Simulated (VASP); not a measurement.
A run of VASP 6.6.1:

Contents of INCAR:

```
SYSTEM = As
PREC = Accurate
ENCUT = 520
EDIFF = 1E-6
ISMEAR = -1
SIGMA = 0.05
LREAL = .FALSE.
LASPH = .TRUE.
NELM = 100
ALGO = Normal
ISIF = 2
LWAVE = .FALSE.
LCHARG = .TRUE.
LELF = .TRUE.
LVHAR = .TRUE.
NBANDS = 12
```

Contents of KPOINTS:

```
regular mesh
0
G
  9 9 9
  0 0 0
```

File POSCAR:

```
As
1.0
    0.0000000000      2.8744485395      2.8744485395
    2.8744485395      0.0000000000      2.8744485395
    2.8744485395      2.8744485395      0.0000000000
As
2
Direct
   -0.2600000000     -0.0800000000     -0.0800000000
    0.2600000000      0.0800000000      0.0800000000
```

Potentials or basis: VASP PAW LDA potentials, release 64 (As).

Command:

```bash
$ cat potpaw_LDA.64/As/POTCAR > POTCAR
$ mpirun -np 1 vasp_std > vasp.out
```

Hardware: 1 thread of Intel(R) Xeon(R) Platinum 8259CL CPU @ 2.50GHz (Skylake/Cascade Lake), with other jobs on the host.

Question: How long does it take, and how much memory?

Answer: Wall time 41 s on 1 thread of Intel(R) Xeon(R) Platinum 8259CL CPU @ 2.50GHz (Skylake/Cascade Lake), with other jobs on the host, peak memory 0.16 GiB. Counts: scf iterations 13, k points 85.
